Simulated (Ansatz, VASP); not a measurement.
## TaC3: VASP beside Ansatz

```
Ta C
1.0
     4.51012    0.00000    0.00000
    -2.25506    3.90588    0.00000
     0.00000    0.00000    4.46328
Ta C
2 6
Cartesian
  0.0000 2.6039 1.1158
  2.2551 1.3020 3.3475
  2.2551 2.1800 1.1158
  -0.7604 3.0430 3.3475
  1.4946 0.8629 1.1158
  0.0000 1.7258 3.3475
  3.0155 0.8629 1.1158
  0.7604 3.0430 3.3475
```

Alike in both runs: functional PBE; k mesh 6 × 6 × 4; occupations gaussian, width 0.1 eV; no spin polarisation.

Ansatz relaxed the structure, and its values are those at the end. VASP's run is a single point on that final structure, the one shown.

```csv
,VASP,Ansatz
version,VASP 6.6.1,Ansatz 0.2.0
potentials or method,"VASP PAW PBE potentials, release 64 (Ta_pv, C), cutoff 520 eV","scalar-relativistic, plane waves, PAW"
valence electrons in the cell,46,50
```

|  | VASP | Ansatz | Ansatz less VASP |
| --- | --- | --- | --- |
| gap on the k mesh at the Fermi level (eV) | none | none | - |
| pressure (GPa) | 0.7 | -0.2 | -0.88 |
| rms of the force components (eV/Å) | 0.051 | 0.003 | -0.0478 |

A gap of «none» marks a metal or a gap that the smearing closes. With one functional, cell and mesh, what is left measures potentials, basis and numerics. VASP's potentials hold 46 valence electrons a cell and Ansatz's 50, so a difference there can come from the potentials and not from the codes.

Neither program's run includes spin-orbit coupling.
